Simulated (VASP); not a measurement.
ZnSe (CsCl type): single point with PBE

The system is ZnSe (CsCl type).

```xyz
2
Lattice="2.7474 0.0000 0.0000 0.0000 2.7474 0.0000 0.0000 0.0000 2.7474" Properties=species:S:1:pos:R:3 pbc="T T T"
Zn    0.0000    0.0000    0.0000
Se    1.3737    1.3737    1.3737
```

- Program: VASP 6.6.1
- Task: single point
- Functional: PBE
- Potentials or basis: VASP PAW PBE potentials, release 64 (Zn, Se)
- Cutoff: 520 eV
- k mesh: 15 × 15 × 15
- Occupations: fermi-dirac, width 0.08 eV
- Spin: no spin polarisation

| Item | Value |
| --- | --- |
| Pressure | 151.9 GPa |
| Band gap on the k mesh | zero (bands 9 and 10 overlap by 3.81 eV) |

Levels at points of the mesh, in eV from the Fermi level:
| k point | band 5 | band 6 | band 7 | band 8 | band 9 | band 10 | band 11 | band 12 | band 13 | band 14 |
| --- | --- | --- | --- | --- | --- | --- | --- | --- | --- | --- |
| (0.00, 0.00, 0.00) | -8.68 | -8.68 | -2.43 | -2.43 | -2.43 | 2.96 | 4.80 | 4.80 | 18.18 | 18.18 |

It took 36 s on 1 thread of Intel Xeon 8259CL, on a shared host, peak memory 0.16 GiB.

Caveat: the cell stands under pressure.
